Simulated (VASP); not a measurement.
**Nd2ScCl2: single point with PBE**

The system is Nd2ScCl2.

```
Nd Sc Cl
1.0
     4.76239    0.00000    0.00000
    -2.38120    4.12435    0.00000
     0.00000    0.00000    7.50809
Nd Sc Cl
2 1 2
Cartesian
  0.0000 2.7496 5.0252
  2.3812 1.3748 2.4829
  0.0000 0.0000 0.0000
  0.0000 2.7496 2.1680
  2.3812 1.3748 5.3401
```

The cell was built from a structure type or drawn by symmetry, and may not be a known phase.

```
Program                : VASP 6.6.1
Task                   : single point
Functional             : PBE
Potentials or basis    : VASP PAW PBE potentials, release 64 (Nd_3, Sc_sv, Cl), 4f in core
Cutoff                 : 500 eV
k mesh                 : 12 × 12 × 6
Occupations            : gaussian, width 0.1 eV
Spin                   : collinear spin
Starting moments       : [0.0, 0.0, 0.54, 0.0, 0.0] μB
Dipole correction      : no
Mended                 : yes
Further INCAR settings : ALGO = Normal; EDIFF = 1e-06; NBANDS = 36
```

The pressure is 0.1 GPa. The largest force is 0.009 eV/Å. The net moment is 1.12 μB per cell. The site moments are Nd +0.04; Sc +0.51; Cl +0.00 μB and the valence electrons inside the program's atomic spheres are Nd 8.89; Sc 9.26; Cl 5.11.

Forces on the atoms (eV/Å):
```
Nd   0.000  0.000  0.009
Nd   0.000  0.000 -0.009
Sc   0.000  0.000  0.000
Cl   0.000  0.000 -0.006
Cl   0.000  0.000  0.006
```

Levels at points of the mesh, in eV from the Fermi level:
Spin up:
```
           k point  band 21  band 22  band 23  band 24  band 25  band 26  band 27  band 28
(0.00, 0.00, 0.00)    -2.49    -0.66    -0.57    -0.57     0.78     0.96     0.96     1.64
(0.50, 0.00, 0.00)    -1.20    -0.75    -0.38    -0.36    -0.01     0.26     0.74     0.90
(0.00, 0.00, 0.50)    -1.46    -0.70    -0.05    -0.05    -0.04     0.43     0.43     0.97
(0.50, 0.00, 0.50)    -0.71    -0.57    -0.38    -0.35     0.22     0.66     0.74     1.10
```
Spin down:
| k point | band 19 | band 20 | band 21 | band 22 | band 23 | band 24 | band 25 | band 26 | band 27 | band 28 |
| --- | --- | --- | --- | --- | --- | --- | --- | --- | --- | --- |
| (0.00, 0.00, 0.00) | -6.15 | -6.08 | -2.10 | -0.38 | -0.24 | -0.24 | 0.96 | 1.22 | 1.22 | 2.00 |
| (0.50, 0.00, 0.00) | -6.04 | -5.93 | -0.88 | -0.55 | -0.29 | 0.14 | 0.32 | 0.71 | 0.87 | 1.20 |
| (0.00, 0.00, 0.50) | -6.42 | -5.99 | -1.03 | -0.63 | 0.34 | 0.49 | 0.49 | 0.52 | 0.52 | 1.19 |
| (0.50, 0.00, 0.50) | -6.05 | -5.93 | -0.39 | -0.38 | -0.38 | 0.21 | 0.37 | 0.98 | 1.24 | 1.26 |

Run time: 7.4 min on 4 MPI ranks on Intel(R) Xeon(R) Platinum 8259CL CPU @ 2.50GHz (Skylake/Cascade Lake), on a shared host, peak memory 0.85 GiB a rank.

Caveat: the magnetic or orbital state may not be the lowest; spin-orbit coupling is left out, which moves the levels of the heavy elements; the 4f electrons are frozen in the core, so they carry no moment and show no levels. With open d or f shells a metallic result of PBE can be an artefact of self-interaction; +U or a hybrid may open a gap.
